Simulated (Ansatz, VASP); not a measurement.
## TiCo3 in VASP and in Ansatz

```
Ti Co
1.0
     3.57100    0.00000    0.00000
     0.00000    3.57100    0.00000
     0.00000    0.00000    3.57100
Ti Co
1 3
Direct
  0.00000 0.00000 0.00000
  0.00000 0.50000 0.50000
  0.50000 0.00000 0.50000
  0.50000 0.50000 0.00000
```

Alike in both runs: task single point; functional LDA; k mesh 8 × 8 × 8; occupations fermi-dirac, width 0.05 eV; collinear spin.

|  | VASP | Ansatz |
| --- | --- | --- |
| version | VASP 6.6.1 | Ansatz 0.2.0 |
| potentials or method | VASP PAW LDA potentials, release 64 (Ti_sv, Co_sv) | PAW with Ansatz's default frozen-core files, scalar-relativistic |
| plane-wave cutoff (eV) | 600 | 420 |
| valence electrons in the cell | 63 | 63 |

VASP gave:

```
net moment per atom (μB)                                      : 0.09
size of the moment on the site where the two differ most (μB) : 0.14
```

Problem. Estimate Ansatz's values.

Solution. net moment per atom (μB): 0.16; size of the moment on the site where the two differ most (μB): 0.25.

LDA's correlation is that of Perdew and Zunger in VASP and of Perdew and Wang (1992) in Ansatz. Site moments also hang on the region over which each program counts them.
